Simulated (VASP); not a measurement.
# NaH in VASP: settings compared, part 2 of 2

VASP 6.6.1. Earlier steps stand in the parts before.

## 5. Single point, r2SCAN (epitaxial 111 strain -0.3%)

POSCAR reads:

```
NaH
1.0
    2.9358607575      0.0134396812      0.0134396812
    0.0134396812      2.9358607575      0.0134396812
    0.0134396812      0.0134396812      2.9358607575
Na H
1 1
Direct
    0.0000000000      0.0000000000      0.0000000000
    0.5000000000      0.5000000000      0.5000000000
```

INCAR.step1 reads:

```
ALGO = Normal
EDIFF = 1E-5
ENCUT = 550
GGA = PE
GGA_COMPAT = F
ISMEAR = 0
LASPH = T
LCHARG = F
LREAL = F
LWAVE = T
NBANDS = 11
NELM = 120
PREC = Accurate
SIGMA = 0.01
```

INCAR.step2 reads:

```
ALGO = Normal
EDIFF = 1E-6
ENCUT = 550
GGA_COMPAT = F
ISIF = 2
ISMEAR = 0
ISTART = 1
LASPH = T
LCHARG = F
LMIXTAU = T
LREAL = F
LWAVE = F
METAGGA = R2SCAN
NBANDS = 11
NELM = 120
PREC = Accurate
SIGMA = 0.01
```

KPOINTS reads:

```
k-points
0
Gamma
  8 8 8
```

Potentials or basis: VASP PAW PBE potentials, release 64 (Na_pv, H).

Started as:

```console
> cat potpaw_PBE.64/Na_pv/POTCAR potpaw_PBE.64/H/POTCAR > POTCAR
> cp INCAR.step1 INCAR
> mpirun -np 1 vasp_std > vasp.out
> cp INCAR.step2 INCAR
> mpirun -np 1 vasp_std > vasp.out
```

OUTCAR:

```text
EDIFF = 1E-6
   ENCUT = 550
   ISIF = 2
   ISMEAR = 0
   ISTART = 1
   LASPH = T
   LREAL = F
   METAGGA = R2SCAN
   NELM = 120
   PREC = Accurate

 ion  position               nearest neighbor table
   1  0.000  0.000  0.000-
   2  0.500  0.500  0.500-

  LATTYP: Found a trigonal (rhomboedric) cell.
 ALAT       =     2.9359222806
 COS(alpha) =     0.0091761017

  Lattice vectors:

 A1 = (   2.9358607575,   0.0134396812,   0.0134396812)
 A2 = (   0.0134396812,   2.9358607575,   0.0134396812)
 A3 = (   0.0134396812,   0.0134396812,   2.9358607575)

Analysis of symmetry for initial positions (statically):
=====================================================================
 Subroutine PRICEL returns:
 Original cell was already a primitive cell.

 Routine SETGRP: Setting up the symmetry group for a
 trigonal (rhombohedral) supercell.

 Subroutine GETGRP returns: Found 12 space group operations
 (whereof 12 operations were pure point group operations)
 out of a pool of 12 trial point group operations.

The static configuration has the point symmetry D_3d.

Analysis of symmetry for dynamics (positions and initial velocities):
=====================================================================
 Subroutine PRICEL returns:
 Original cell was already a primitive cell.

 Routine SETGRP: Setting up the symmetry group for a
 trigonal (rhombohedral) supercell.

 Subroutine GETGRP returns: Found 12 space group operations
 (whereof 12 operations were pure point group operations)
 out of a pool of 12 trial point group operations.

The dynamic configuration has the point symmetry D_3d.

 Subroutine INISYM returns: Found 12 space group operations
 (whereof 12 operations are pure point group operations),
 and found     1 'primitive' translations

----------------------------------------------------------------------------------------

                                     Primitive cell

  volume of cell :      25.3034

  direct lattice vectors                    reciprocal lattice vectors
     2.935860757  0.013439681  0.013439681     0.340629820 -0.001552218 -0.001552218
     0.013439681  2.935860757  0.013439681    -0.001552218  0.340629820 -0.001552218
     0.013439681  0.013439681  2.935860757    -0.001552218 -0.001552218  0.340629820

  length of vectors
     2.935922281  2.935922281  2.935922281     0.340636894  0.340636894  0.340636894

  position of ions in fractional coordinates (direct lattice)
     0.000000000  0.000000000  0.000000000
     0.500000000  0.500000000  0.500000000

  ion indices of the primitive-cell ions
   primitive index   ion index
                 1           1
                 2           2

----------------------------------------------------------------------------------------

 KPOINTS: k-points

Automatic generation of k-mesh.
 Grid dimensions read from file:
 generate k-points for:    8    8    8

 Generating k-lattice:

  Cartesian coordinates                     Fractional coordinates (reciprocal lattice)
     0.042578728 -0.000194027 -0.000194027     0.125000000 -0.000000000  0.000000000
    -0.000194027  0.042578728 -0.000194027    -0.000000000  0.125000000  0.000000000
    -0.000194027 -0.000194027  0.042578728     0.000000000  0.000000000  0.125000000

  Length of vectors
     0.042579612  0.042579612  0.042579612

  Shift w.r.t. Gamma in fractional coordinates (k-lattice)
     0.000000000  0.000000000  0.000000000

 Subroutine IBZKPT returns following result:
 ===========================================

 Found     65 irreducible k-points:

 Following reciprocal coordinates:
            Coordinates               Weight
  0.000000  0.000000  0.000000      1.000000
  0.125000  0.000000  0.000000      6.000000
  0.250000  0.000000  0.000000      6.000000
  0.375000 -0.000000  0.000000      6.000000
  0.500000  0.000000  0.000000      3.000000
  0.125000  0.125000  0.000000      6.000000
[... 16 lines left out ...]
  0.250000  0.125000  0.125000      6.000000
  0.375000  0.125000  0.125000      6.000000
 [... further k-points ...]
   k-points           NKPTS =     65   k-points in BZ     NKDIM =     65   number of bands    NBANDS=     11
   number of dos      NEDOS =    301   number of ions     NIONS =      2
   total plane-waves  NPLWV =  13824
   dimension x,y,z NGX =    24 NGY =   24 NGZ =   24
   dimension x,y,z NGXF=    48 NGYF=   48 NGZF=   48
   ions per type =               1   1
   NGX,Y,Z   is equivalent  to a cutoff of  13.59, 13.59, 13.59 a.u.
   NGXF,Y,Z  is equivalent  to a cutoff of  27.18, 27.18, 27.18 a.u.
 SYSTEM =  unknown system
   PREC   = accura    normal or accurate (medium, high low for compatibility)
   ISTART =      1    job   : 0-new  1-cont  2-samecut
   ICHARG =      0    charge: 1-file 2-atom 10-const
   ISPIN  =      1    spin polarized calculation?
   LNONCOLLINEAR =      F non collinear calculations
   LSORBIT =      F    spin-orbit coupling
   LASPH  =      T    aspherical Exc in radial PAW
   ENCUT  =  550.0 eV  40.42 Ry    6.36 a.u.   5.61  5.61  5.61*2*pi/ulx,y,z
   NELM   =    120;   NELMIN=  2; NELMDL=  0     # of ELM steps
   EDIFF  = 0.1E-05   stopping-criterion for ELM
   LREAL  =      F    real-space projection
   EDIFFG = 0.1E-04   stopping-criterion for IOM
   NSW    =      0    number of steps for IOM
   IBRION =     -1    ionic relax: 0-MD 1-quasi-New 2-CG
   NFREE  =      0    steps in history (QN), initial steepest desc. (CG)
   ISIF   =      2    stress and relaxation
   ISYM   =      2    0-nonsym 1-usesym 2-fastsym
   POTIM  = 0.5000    time-step for ionic-motion
   TEBEG  =    0.0;   TEEND  =   0.0 temperature during run
   PSTRESS=    0.0 pullay stress
   NELECT =       8.0000    total number of electrons
   NUPDOWN=      -1.0000    fix difference up-down
   EMIN   =  10.00;   EMAX   =-10.00  energy-range for DOS
   EFERMI =   0.00;   METHOD = LEGACY
   ISMEAR =     0;   SIGMA  =   0.01  broadening in eV -4-tet -1-fermi 0-gaus
   EFERMI_NEDOS =   21; number of points for ismear=-14 and -15
   IALGO  =     38    algorithm
   IMIX   =      4    mixing-type and parameters
     AMIX     =   0.40;   BMIX     =  1.00
     AMIX_MAG =   1.60;   BMIX_MAG =  1.00
  volume/ion in A,a.u.               =      12.65        85.38
  Fermi-wavevector in a.u.,A,eV,Ry     =   1.115266  2.107547 16.923173  1.243818
  Thomas-Fermi vector in A             =   2.251869
   LORBIT       =      0    0 simple, 1 ext, 2 COOP (PROOUT), +10 PAW based schemes
   METAGGA = R2SCAN    functional components
   LHFCALC =     F    Hartree Fock is set to
   AEXX    =    0.0000 exact exchange contribution
   IVDW    =     0    specifies the selected vdW correction
   LEPSILON=     F    determine dielectric tensor
   LRPA    =     F    only Hartree local field effects (RPA)
 non-spin polarized calculation
 Gauss-broadening in eV      SIGMA  =   0.01
  energy-cutoff  :      550.00
  volume of cell :       25.30
 maximum number of plane-waves:       750
 NGX is ok and might be reduce to    24
   NGX = 11   NGY = 11   NGZ = 11

 number of electron       8.0000013 magnetization

 Free energy of the ion-electron system (eV)
  ---------------------------------------------------
  ext. energy  EPLUGINS =         0.00000000
  ---------------------------------------------------
  free energy    TOTEN  =        -7.29482879 eV

  energy without entropy =       -7.29482879  energy(sigma->0) =       -7.29482879

 E-fermi :   1.3262     XC(G=0):  -8.6386

 val. band max:        1.1580832872   @ k =   0.5000   0.5000   0.5000
 cond. band min:       2.7661347496   @ k =   0.5000   0.0000   0.0000
 fundamental gap:      1.6080514624
 Fermi energy:         1.3261647817

 k-point     1 :       0.0000    0.0000    0.0000
  band No.  band energies     occupation
      1     -24.3265      2.00000
      2     -24.3234      2.00000
      3     -24.3234      2.00000
      4      -4.8933      2.00000
      5      11.0136      0.00000
      6      12.8232      0.00000
      7      12.8232      0.00000
      8      14.5891      0.00000
      9      14.5891      0.00000
     10      14.5949      0.00000
     11      27.8977      0.00000
[... 309 lines left out ...]
 k-point    24 :       0.3750    0.1250    0.1250
  band No.  band energies     occupation
      1     -24.4671      2.00000
      2     -24.3354      2.00000
      3     -24.3298      2.00000
      4      -2.5763      2.00000
      5       4.3801      0.00000
      6      10.9855      0.00000
      7      12.4151      0.00000
      8      16.0046      0.00000
      9      18.0926      0.00000
     10      19.6066      0.00000
     11      21.3129      0.00000

 [... further k-points ...]
[... 5 lines left out ...]
  --------------------------------------------------------------------------------------
  -------------------------------------------------------------------------------------
  Total       -0.0532746     -0.0532746     -0.0532746      0.0026892      0.0026892      0.0026892
  in kB       -3.3732765     -3.3732765     -3.3732765      0.1702742      0.1702742      0.1702742
  external PRESSURE =      -3.3732765 kB  Pullay stress =       0.0000000 kB

 VOLUME and BASIS-vectors are now :
 -----------------------------------------------------------------------------
  energy-cutoff  :      550.00
  volume of cell :       25.30
      direct lattice vectors                 reciprocal lattice vectors
     2.935860757  0.013439681  0.013439681     0.340629820 -0.001552218 -0.001552218
     0.013439681  2.935860757  0.013439681    -0.001552218  0.340629820 -0.001552218
     0.013439681  0.013439681  2.935860757    -0.001552218 -0.001552218  0.340629820

 POSITION                                       TOTAL-FORCE (eV/Angst)
 -----------------------------------------------------------------------------------
      0.00000      0.00000      0.00000        -0.000000     -0.000000      0.000000
      1.48137      1.48137      1.48137         0.000000      0.000000     -0.000000
 -----------------------------------------------------------------------------------
    total drift:                                0.000000      0.000000      0.000000

  FREE ENERGIE OF THE ION-ELECTRON SYSTEM (eV)
  ---------------------------------------------------
  free  energy   TOTEN  =        -7.2948287889 eV

  energy  without entropy=       -7.2948287889  energy(sigma->0) =       -7.29482879
```

It took 46 s on 1 thread of Intel Xeon Platinum 8259CL at 2.50GHz (Skylake/Cascade Lake), shared host; peak memory 0.14 GiB.

What came out:

| Quantity | Value |
| --- | --- |
| Free energy | -7.2948 eV |
| Pressure | -0.3 GPa |
| Band gap on the k mesh | 1.61 eV (least direct gap 5.16 eV) |

Levels at points of the mesh, in eV from the valence-band top:
```
           k point  band 1  band 2  band 3  band 4  band 5  band 6  band 7  band 8
(0.00, 0.00, 0.00)  -25.48  -25.48  -25.48   -6.05    9.86   11.67   11.67   13.43
(0.50, 0.00, 0.00)  -25.66  -25.47  -25.47   -3.55    1.61   12.11   14.84   15.25
(0.50, 0.50, 0.00)  -25.63  -25.63  -25.45   -1.85    4.77    4.93    7.85   15.82
(0.50, 0.50, 0.50)  -25.61  -25.60  -25.60    0.00    7.18    7.37    7.37   10.05
```

Caveat: the cell differs from its parent crystal (epitaxial 111 strain -0.3%); the structure was generated, so it needn't be the stable form of NaH; the PAW data sets were made with another functional, which shifts forces and pressure a little. A k mesh can miss the band edges.

## 6. Single point, r2SCAN (strain along [111] +1.5%)

POSCAR reads:

```
NaH
1.0
    2.9468576697      0.0144664633      0.0144664633
    0.0144664633      2.9468576697      0.0144664633
    0.0144664633      0.0144664633      2.9468576697
Na H
1 1
Direct
    0.0000000000      0.0000000000      0.0000000000
    0.5000000000      0.5000000000      0.5000000000
```

INCAR.step1 reads:

```
PREC     = Accurate       # precision mode
ENCUT    = 550            # plane-wave cutoff, eV
ISMEAR   = 0              # smearing method
SIGMA    = 0.01           # smearing width, eV
LREAL    = False          # projectors in reciprocal space
LASPH    = True           # aspherical terms in the spheres
NELM     = 120            # most SCF steps
NBANDS   = 11             # bands
GGA      = PE             # functional
ALGO     = Normal         # electronic algorithm
EDIFF    = 1E-5           # SCF threshold, eV
LWAVE    = True           # write WAVECAR
LCHARG   = False          # write CHGCAR
GGA_COMPAT= False
```

INCAR.step2 reads:

```
PREC     = Accurate       # precision mode
ENCUT    = 550            # plane-wave cutoff, eV
EDIFF    = 1E-6           # SCF threshold, eV
ISMEAR   = 0              # smearing method
SIGMA    = 0.01           # smearing width, eV
LREAL    = False          # projectors in reciprocal space
LASPH    = True           # aspherical terms in the spheres
NELM     = 120            # most SCF steps
ALGO     = Normal         # electronic algorithm
ISIF     = 2              # what is computed and relaxed
LWAVE    = False          # write WAVECAR
LCHARG   = True           # write CHGCAR
METAGGA  = R2SCAN         # meta-GGA
LMIXTAU  = True         
LELF     = True           # ELF
LVHAR    = True         
NBANDS   = 11             # bands
ISTART   = 1            
GGA_COMPAT= False
```

KPOINTS reads:

```
regular mesh
0
Gamma
  8 8 8
```

Potentials or basis: VASP PAW PBE potentials, release 64 (Na_pv, H).

Started as:

```console
> cat potpaw_PBE.64/Na_pv/POTCAR potpaw_PBE.64/H/POTCAR > POTCAR
> cp INCAR.step1 INCAR
> mpirun -np 1 vasp_std > vasp.out
> cp INCAR.step2 INCAR
> mpirun -np 1 vasp_std > vasp.out
```

Wall time 39 s (1 thread of Intel Xeon Platinum 8259CL at 2.50GHz (Skylake/Cascade Lake), shared host); peak memory 0.15 GiB.

The run converged. Its results:

| Item | Value |
| --- | --- |
| Free energy | -7.2939 eV |
| Pressure | -0.7 GPa |
| Band gap on the k mesh | 1.61 eV (least direct gap 5.12 eV) |

Levels at points of the mesh, in eV from the valence-band top:
| k point | band 1 | band 2 | band 3 | band 4 | band 5 | band 6 | band 7 | band 8 | band 9 |
| --- | --- | --- | --- | --- | --- | --- | --- | --- | --- |
| (0.00, 0.00, 0.00) | -25.48 | -25.48 | -25.48 | -6.00 | 9.76 | 11.62 | 11.62 | 13.35 | 13.35 |
| (0.50, 0.00, 0.00) | -25.65 | -25.47 | -25.46 | -3.51 | 1.61 | 12.02 | 14.76 | 15.18 | 15.19 |
| (0.50, 0.50, 0.00) | -25.62 | -25.62 | -25.45 | -1.83 | 4.75 | 4.91 | 7.79 | 15.72 | 19.44 |
| (0.50, 0.50, 0.50) | -25.60 | -25.59 | -25.59 | 0.00 | 7.16 | 7.36 | 7.36 | 9.97 | 10.24 |

Caveat: the cell differs from its parent crystal (strain along [111] +1.5%); the structure was generated, so it needn't be the stable form of NaH; the PAW data sets were made with another functional, which shifts forces and pressure a little. A k mesh can miss the band edges.

## 7. Summary

| level | cell | cutoff (eV) | smearing | gap on the mesh (eV) | pressure (GPa) |
| --- | --- | --- | --- | --- | --- |
| PBE | a = 2.947 Å, angles 89.4°, 2 atoms | 500 | fermi-dirac 0.02 eV | 1.03 | 0.3 |
| PBE | a = 2.936 Å, angles 89.5°, 2 atoms | 500 | fermi-dirac 0.02 eV | 1.03 | 0.6 |
| PBE | a = 2.849, b = 2.849, c = 2.932 Å, 2 atoms | 500 | fermi-dirac 0.02 eV | 0.84 | 2.4 |
| r2SCAN | a = 2.936 Å, angles 89.5°, 2 atoms | 550 | gaussian 0.01 eV | 1.61 | -0.3 |
| r2SCAN | a = 2.947 Å, angles 89.4°, 2 atoms | 550 | gaussian 0.01 eV | 1.61 | -0.7 |

Alike in all rows: task single point; potentials or basis VASP PAW PBE potentials, release 64 (Na_pv, H); no spin polarisation; k mesh 8 × 8 × 8.

Caveats: the structure was generated, so it needn't be the stable form of NaH; the PAW data sets were made with another functional, which shifts forces and pressure a little (at least some runs).

Absolute energies hang on the potentials; compare differences alone.
